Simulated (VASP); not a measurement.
Runs of VASP 6.6.1 on Sb. The structure is that of space group Im-3m (No. 229), or close to it. The cells are those of the table. This isn't the form of Sb at room conditions, which is rhombohedral.

```tsv
level	potentials or basis	spin	cell	k mesh	cutoff (eV)	smearing	grid for exact exchange (PRECFOCK)	share of exact exchange	screening parameter	gap on the mesh (eV)	pressure (GPa)
B3LYP	VASP PAW PBE potentials, release 64 (Sb_d_GW)	off	a = 3.324 Å, angles 109.5°, 1 atom	5 × 5 × 5	400	fermi-dirac 0.05 eV	Normal	0.2	-	none	-0.3
PBE0	VASP PAW PBE potentials, release 64 (Sb_d_GW)	off	a = 3.241 Å, angles 109.5°, 1 atom	5 × 5 × 5	400	fermi-dirac 0.05 eV	Normal	0.25	-	none	-2.6
PBE-based screened hybrid with 50 % exact exchange	VASP PAW PBE potentials, release 64 (Sb)	off	a = 3.241 Å, angles 109.5°, 1 atom	6 × 6 × 6	520	fermi-dirac 0.05 eV	Normal	0.5	0.20787 1/Å	none	(b)
PBE-based screened hybrid with 35 % exact exchange	VASP PAW PBE potentials, release 64 (Sb)	off	a = 3.241 Å, angles 109.5°, 1 atom	6 × 6 × 6	520	fermi-dirac 0.05 eV	Normal	0.35	0.20787 1/Å	none	(c)
PBE	VASP PAW PBE potentials, release 64 (Sb)	off	a = 3.241 Å, angles 109.5°, 1 atom	6 × 6 × 6	520	fermi-dirac 0.05 eV	-	-	-	none	3.7
PBE-based screened hybrid with 15 % exact exchange	VASP PAW PBE potentials, release 64 (Sb)	off	a = 3.241 Å, angles 109.5°, 1 atom	6 × 6 × 6	520	fermi-dirac 0.05 eV	Normal	0.15	0.20787 1/Å	none	1.9
PBE-based screened hybrid with 10 % exact exchange	VASP PAW PBE potentials, release 64 (Sb)	off	a = 3.241 Å, angles 109.5°, 1 atom	6 × 6 × 6	520	fermi-dirac 0.05 eV	Normal	0.1	0.20787 1/Å	none	(a)
PBE0	VASP PAW PBE potentials, release 64 (Sb_d_GW)	off	a = 3.212 Å, angles 109.5°, 1 atom	5 × 5 × 5	400	fermi-dirac 0.05 eV	Normal	0.25	-	none	-0.6
PBEsol-based global hybrid with 25 % exact exchange	VASP PAW PBE potentials, release 64 (Sb_d_GW)	off	a = 3.184 Å, angles 109.5°, 1 atom	5 × 5 × 5	400	fermi-dirac 0.05 eV	Normal	0.25	-	none	-0.6
PBE-based screened hybrid with 25 % exact exchange	VASP PAW PBE potentials, release 64 (Sb)	off	a = 3.241 Å, angles 109.5°, 1 atom	6 × 6 × 6	520	fermi-dirac 0.05 eV	Normal	0.25	0.20787 1/Å	none	0.4
HF	VASP PAW PBE potentials, release 64 (Sb_d_GW)	off	a = 3.241 Å, angles 109.5°, 1 atom	5 × 5 × 5	400	fermi-dirac 0.05 eV	Normal	1	-	none	2.2
LDA	VASP PAW LDA potentials, release 64 (Sb)	non-collinear, zero start, SOC	a = 3.239, b = 3.250, c = 3.212 Å, angles 109.6, 110.5, 107.6°, 1 atom	7 × 7 × 7	520	gaussian 0.01 eV	-	-	-	-	-1.2
```

Alike in all rows: task single point.

Fill in the values left out.

(a) 2.4; (b) -4.7; (c) -1.4.

Caveats: some runs use coarse meshes; spin-orbit coupling is left out, which moves the levels of the heavy elements (at least some runs); the PAW data sets were made with another functional, which shifts forces and pressure a little (at least some runs).

A k mesh can miss the band edges, and rows without SOC leave out spin-orbit coupling on Sb.

A gap of «none» marks levels without a gap at the run's occupations.

The runs don't all hold the same shells in valence.
